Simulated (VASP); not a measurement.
Input of a VASP 6.6.1 run:

INCAR

```
  ALGO = Normal
  EDIFF = 1E-6
  ENCUT = 500
  GGA = CA
  GGA_COMPAT = F
  ISIF = 2
  ISMEAR = -1
  LASPH = T
  LCHARG = F
  LREAL = F
  LWAVE = F
  NBANDS = 8
  NELM = 120
  PREC = Accurate
  SIGMA = 0.08
```

File KPOINTS:

```
k-points
0
Gamma
  10 10 9
```

The input POSCAR:

```
P
1.0
    4.2729048574      0.0000000000      0.0000000000
    0.0000000000      4.2729048574      0.0000000000
    0.0000000000      0.0000000000      4.3780000000
P
1
Direct
    0.0000000000      0.0000000000      0.0000000000
```

Potentials or basis: VASP PAW LDA potentials, release 64 (P).

Run with:

```bash
$ cat potpaw_LDA.64/P/POTCAR > POTCAR
$ mpirun -np 1 vasp_std > vasp.out
```

Problem. Predict the band gap on the k mesh.

Solution. Zero (an odd number of electrons rules out a gap without spin polarisation).

Problem. Estimate the pressure.

Solution. -4.1 GPa.

Stress tensor (GPa, compression positive):
```
-4.22  0.00  0.00
 0.00 -4.22  0.00
 0.00  0.00 -3.75
```

Caveat: the cell stands under tension.
